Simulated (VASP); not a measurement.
Runs of VASP 6.6.1 on Al. The structure is that of space group P6_3/mmc (No. 194), or close to it. The cells are those of the table. This isn't the form of Al at room conditions, which is fcc.

| cell | further INCAR settings | gap on the mesh (eV) | pressure (GPa) |
| --- | --- | --- | --- |
| a = 2.829, b = 2.829, c = 9.135 Å, angles 90.0, 90.0, 120.0°, 4 atoms | ALGO = Fast; EDIFF = 1e-07; NBANDS = 14 | none | -1.2 |
| a = 2.829, b = 2.829, c = 9.138 Å, angles 90.0, 90.0, 120.0°, 4 atoms | ALGO = Fast; EDIFF = 1e-06; NBANDS = 14 | none | -1.2 |
| a = 2.773, b = 2.773, c = 9.248 Å, angles 90.0, 90.0, 120.0°, 4 atoms | ALGO = Fast; EDIFF = 1e-06; NBANDS = 14 | none | 1.4 |
| a = 2.857, b = 2.857, c = 9.062 Å, angles 90.0, 90.0, 120.0°, 4 atoms | ALGO = Fast; EDIFF = 1e-06; NBANDS = 14 | none | (a) |
| a = 2.773, b = 2.773, c = 9.259 Å, angles 90.0, 90.0, 120.0°, 4 atoms | ALGO = Fast; EDIFF = 1e-06; NBANDS = 14 | none | 1.3 |

Alike in all rows: task single point; level PBEsol+D3(BJ); potentials or basis VASP PAW PBE potentials, release 64 (Al); no spin polarisation; k mesh 24 × 24 × 6; cutoff (eV) 520; smearing gaussian 0.1 eV.

Task: Fill in the values left out.

Result: (a) -2.1.

Caveats: the PAW data sets were made with another functional, which shifts forces and pressure a little.

A gap of «none» marks levels without a gap at the run's occupations.
